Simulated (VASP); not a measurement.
Set up this calculation in VASP 6.6.1, as the native input.

* Task: electric field gradients
* Functional: PBEsol
* Potentials or basis: VASP PAW PBE potentials, release 64 (O)
* Cutoff: 520 eV
* k mesh: 11 × 11 × 11
* Occupations: fermi-dirac, width 0.05 eV
* Spin: no spin polarisation
* Dipole correction: no
* Further INCAR settings: ALGO = Normal; EDIFF = 1e-08; NBANDS = 13

The structure of O lies in POSCAR:

```
O
1.0
    0.0000000000      2.3957099285      2.3957099285
    2.3957099285      0.0000000000      2.3957099285
    2.3957099285      2.3957099285      0.0000000000
O
2
Direct
   -0.1250000000     -0.1250000000     -0.1250000000
    0.1250000000      0.1250000000      0.1250000000
```

The input as run:

INCAR

```
PREC     = Accurate       # precision mode
ENCUT    = 520            # plane-wave cutoff, eV
EDIFF    = 1E-8           # SCF threshold, eV
ISMEAR   = -1             # smearing method
SIGMA    = 0.05           # smearing width, eV
LREAL    = False          # projectors in reciprocal space
LASPH    = True           # aspherical terms in the spheres
NELM     = 80             # most SCF steps
ALGO     = Normal         # electronic algorithm
ISIF     = 2              # what is computed and relaxed
LWAVE    = False          # write WAVECAR
LCHARG   = False          # write CHGCAR
GGA      = PS             # functional
LEFG     = True         
NBANDS   = 13             # bands
```

KPOINTS

```
Automatic mesh
0
Gamma
  11 11 11
```

Potentials or basis: VASP PAW PBE potentials, release 64 (O).

The run is started by

```bash
$ cat potpaw_PBE.64/O/POTCAR > POTCAR
$ mpirun -np 1 vasp_std > vasp.out
```

It gave:

- Pressure: -20.6 GPa
- Band gap on the k mesh: zero (band 6 reaches -1.75 eV, above the bottom of band 7 at -2.47 eV)

Caveat: without QUAD_EFG the Cq values of the log hold for a quadrupole moment of 1 mb, not for the nuclei; the PAW data sets were made with another functional, which shifts forces and pressure a little.

Run time: 29 s on 1 thread of Intel(R) Xeon(R) Platinum 8259CL CPU @ 2.50GHz (Skylake/Cascade Lake), on a shared host, peak memory 0.15 GiB.
